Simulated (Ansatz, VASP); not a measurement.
**One calculation of C, two programs**

```xyz
2
Lattice="0.0000 1.8183 1.8183 1.8183 0.0000 1.8183 1.8183 1.8183 0.0000" Properties=species:S:1:pos:R:3 pbc="T T T"
C     2.7275    2.7275    2.7275
C     1.8183    1.8183    1.8183
```

Alike in both runs: task single point; functional PBEsol-based global hybrid with a share of 0.25 of exact exchange; k mesh 7 × 7 × 7; occupations fermi-dirac, width 0.05 eV; no spin polarisation.

|  | VASP | Ansatz |
| --- | --- | --- |
| version | VASP 6.6.1 | Ansatz 0.2.0 |
| potentials or method | VASP PAW PBE potentials, release 64 (C) | Ansatz PAW |
| plane-wave cutoff (eV) | 520 | 420 |
| valence electrons in the cell | 8 | 8 |

VASP gave:

| Property | Result |
| --- | --- |
| gap on the k mesh at the Fermi level (eV) | 5.94 |
| least direct gap on the mesh (eV) | 7.51 |

**Question.** What did Ansatz give for the same quantities?

**Answer.** gap on the k mesh at the Fermi level (eV): 5.93; least direct gap on the mesh (eV): 7.49.

VASP's potentials were made for PBE, not for PBEsol-based global hybrid.

The k mesh is coarse, so the values compare programs but aren't converged. Noted on Ansatz's run: odd divisions of the mesh miss points on the zone boundary, where band edges often lie, so the gap on the mesh can be too wide.
